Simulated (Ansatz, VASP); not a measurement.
## One calculation of CsCl, two programs

File INCAR:

```
SYSTEM = CsCl
  PREC = Accurate
  ENCUT = 400
  EDIFF = 1E-8
  ISMEAR = -1
  SIGMA = 0.03
  LREAL = .FALSE.
  LASPH = .TRUE.
  NELM = 120
  ALGO = Normal
  ISIF = 2
  LWAVE = .FALSE.
  LCHARG = .FALSE.
  GGA = PS
  LEFG = .TRUE.
  NBANDS = 15
  GGA_COMPAT = .FALSE.
```

The input KPOINTS:

```
Automatic mesh
0
G
  6 6 6
  0 0 0
```

File POSCAR:

```
CsCl
1.0
    4.1503054315      0.0000000000      0.0000000000
    0.0000000000      4.1503054315      0.0000000000
    0.0000000000      0.0000000000      4.1503054315
Cs Cl
1 1
Direct
    0.0000000000      0.0000000000      0.0000000000
    0.5000000000      0.5000000000      0.5000000000
```

Input for Ansatz:

```yaml
crystal:
  lattice:
    - [4.1503054315, 0.0, 0.0]
    - [0.0, 4.1503054315, 0.0]
    - [0.0, 0.0, 4.1503054315]
  atoms:
    - { symbol: Cs, position: [0.0, 0.0, 0.0] }
    - { symbol: Cl, position: [0.5, 0.5, 0.5] }
kpoints:
  mp_grid: { grid: [6, 6, 6] }
scf:
  occupations: { method: fermi_dirac, width: 0.03 }
hamiltonian:
  xc: pbesol
  pseudopotentials: { kind: all_electron, datasets: crystal }
output:
  forces: true
  stress: true
  eigenvalues: true
  efg: { contact_densities: true }
```

Change from the starting cell: volume scaled by 1.02, crystal datasets.

Alike in both runs: task electric field gradients; functional PBEsol; k mesh 6 × 6 × 6; occupations fermi-dirac, width 0.03 eV; no spin polarisation.

|  | VASP | Ansatz |
| --- | --- | --- |
| version | VASP 6.6.1 | Ansatz 0.2.0 |
| potentials or method | VASP PAW PBE potentials, release 64 (Cs_sv, Cl), cutoff 400 eV | all-electron PAW with datasets made for the crystal, scalar-relativistic |

VASP gave:

| Quantity | Value |
| --- | --- |
| gap on the k mesh at the Fermi level (eV) | 4.96 |
| pressure (GPa) | -0.9 |

Q: What did Ansatz give for the same quantities?

A: gap on the k mesh at the Fermi level (eV): 4.97; pressure (GPa): -0.9.

VASP's potentials were made for PBE, not for PBEsol. Ansatz ran all-electron here, and VASP with PAW potentials.

Spin-orbit coupling is off throughout.
